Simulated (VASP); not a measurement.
Set up this calculation in VASP 6.6.1, as the native input.

```
Task                   : single point
Functional             : r2SCAN
Potentials or basis    : VASP PAW PBE potentials, release 64 (Hf_pv, O)
Cutoff                 : 520 eV
k mesh                 : 8 × 8 × 8
Occupations            : gaussian, width 0.05 eV
Spin                   : no spin polarisation
Dipole correction      : no
Further INCAR settings : ALGO = Normal; EDIFF = 1e-06; NBANDS = 18
```

HfO2:

```xyz
3
Lattice="0.0000 2.5292 2.5292 2.4533 0.0000 2.5292 2.4533 2.5292 0.0000" Properties=species:S:1:pos:R:3 pbc="T T T"
Hf    0.0000    0.0000    0.0000
O     1.2266    1.2646    1.2646
O     3.6799    3.7937    3.7937
```

This cell differs from its parent crystal: strain -0.0300 x Voigt [1, 0, 0, 0, 0, 0].

One way to write it, as run:

POSCAR

```
HfO2
1.0
    0.0000000000      2.5291609861      2.5291609861
    2.4532861565      0.0000000000      2.5291609861
    2.4532861565      2.5291609861      0.0000000000
Hf O
1 2
Direct
    0.0000000000      0.0000000000      0.0000000000
    0.2500000000      0.2500000000      0.2500000000
    0.7500000000      0.7500000000      0.7500000000
```

INCAR.step1

```
SYSTEM = HfO2
PREC     = Accurate       ! precision mode
ENCUT    = 520            ! plane-wave cutoff, eV
ISMEAR   = 0              ! smearing method
SIGMA    = 0.05           ! smearing width, eV
LREAL    = .FALSE.        ! projectors in reciprocal space
LASPH    = .TRUE.         ! aspherical terms in the spheres
NELM     = 100            ! most SCF steps
NBANDS   = 18             ! bands
GGA      = PE             ! functional
ALGO     = Normal         ! electronic algorithm
EDIFF    = 1E-4           ! SCF threshold, eV
LWAVE    = .TRUE.         ! write WAVECAR
LCHARG   = .FALSE.        ! write CHGCAR
```

INCAR.step2

```
SYSTEM = HfO2
PREC     = Accurate       ! precision mode
ENCUT    = 520            ! plane-wave cutoff, eV
EDIFF    = 1E-6           ! SCF threshold, eV
ISMEAR   = 0              ! smearing method
SIGMA    = 0.05           ! smearing width, eV
LREAL    = .FALSE.        ! projectors in reciprocal space
LASPH    = .TRUE.         ! aspherical terms in the spheres
NELM     = 100            ! most SCF steps
ALGO     = Normal         ! electronic algorithm
ISIF     = 2              ! what is computed and relaxed
LWAVE    = .FALSE.        ! write WAVECAR
LCHARG   = .FALSE.        ! write CHGCAR
METAGGA  = R2SCAN         ! meta-GGA
LMIXTAU  = .TRUE.       
NBANDS   = 18             ! bands
ISTART   = 1
```

KPOINTS

```
regular mesh
0
G
  8 8 8
  0 0 0
```

Potentials or basis: VASP PAW PBE potentials, release 64 (Hf_pv, O).

Launch:

```console
$ cat potpaw_PBE.64/Hf_pv/POTCAR potpaw_PBE.64/O/POTCAR > POTCAR
$ cp INCAR.step1 INCAR
$ mpirun -np 1 vasp_std > vasp.out
$ cp INCAR.step2 INCAR
$ mpirun -np 1 vasp_std > vasp.out
```

It gave:

* Pressure: 4.6 GPa
* Band gap on the k mesh: 4.08 eV (least direct gap 4.14 eV)

Caveat: the cell differs from its parent crystal (strain -0.0300 x Voigt [1, 0, 0, 0, 0, 0]); the cell stands under pressure; the PAW data sets were made with another functional, which shifts forces and pressure a little; spin-orbit coupling is left out, which moves the levels of the heavy elements.

Run time: 90 s on 1 thread of Intel(R) Xeon(R) 6975P-C (Granite Rapids) (shared host), peak memory 0.18 GiB.
